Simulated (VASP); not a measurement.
Here is a VASP 6.6.1 calculation.

The input POSCAR:

```
SrTiO3
1.0
    3.9207120000     -0.0352010000     -3.8636730000
   -0.0320580000      3.9576720000      0.0031430000
    3.8601060000     -0.0289150000      3.8030660000
Sr Ti O
2 2 6
Direct
    0.9918260000      0.5043440000      0.5012450000
    0.4939810000      0.5028740000      0.0073870000
    0.0087230000      0.9994600000      0.9983820000
    0.4893440000      0.0121920000      0.4988920000
    0.2412480000      0.0008070000      0.2516000000
    0.7503660000      0.9891370000      0.7447050000
    0.0005670000      0.4876180000      0.9961030000
    0.5115040000      0.4913700000      0.5073030000
    0.2433890000      0.0140010000      0.7417760000
    0.7541170000      0.9946370000      0.2465290000
```

INCAR.step1

```
PREC = Accurate
ENCUT = 520
ISMEAR = -5
SIGMA = 0.1
LREAL = F
LASPH = T
NELM = 100
NBANDS = 51
GGA = PE
ALGO = Normal
EDIFF = 1E-4
LWAVE = T
LCHARG = F
```

Contents of INCAR.step2:

```
PREC = Accurate
ENCUT = 520
EDIFF = 1E-6
ISMEAR = -5
SIGMA = 0.1
LREAL = F
LASPH = T
NELM = 100
ALGO = Normal
ISIF = 2
LWAVE = F
LCHARG = F
METAGGA = R2SCAN
LMIXTAU = T
NBANDS = 51
ISTART = 1
```

File KPOINTS:

```
Automatic mesh
0
Gamma
  3 5 4
```

Potentials or basis: VASP PAW PBE potentials, release 64 (Sr_sv, Ti_sv, O).

The run is started by

```bash
$ cat potpaw_PBE.64/Sr_sv/POTCAR potpaw_PBE.64/Ti_sv/POTCAR potpaw_PBE.64/O/POTCAR > POTCAR
$ cp INCAR.step1 INCAR
$ mpirun -np 1 vasp_std > vasp.out
$ cp INCAR.step2 INCAR
$ mpirun -np 1 vasp_std > vasp.out
```

Task: What does it give for the pressure?

Result: 4.0 GPa.

Task: What does it give for the band gap on the k mesh?

Result: 2.15 eV.

Task: What does it give for the largest force?

Result: 2.217 eV/Å.

Forces on the atoms (eV/Å):
```
Sr  -0.276 -0.070  0.279
Sr   0.246 -0.007 -0.723
Ti  -1.639  0.081  1.491
Ti   1.640 -0.014 -1.201
O    0.621 -0.271 -0.541
O   -0.021  0.013  0.279
O    0.289  0.570 -0.219
O   -0.757  0.266  0.190
O    0.333 -0.513 -0.139
O   -0.436 -0.055  0.584
```

Caveat: the cell stands under pressure; the PAW data sets were made with another functional, which shifts forces and pressure a little; an odd mesh through Γ misses points on the zone boundary, where band edges can lie.
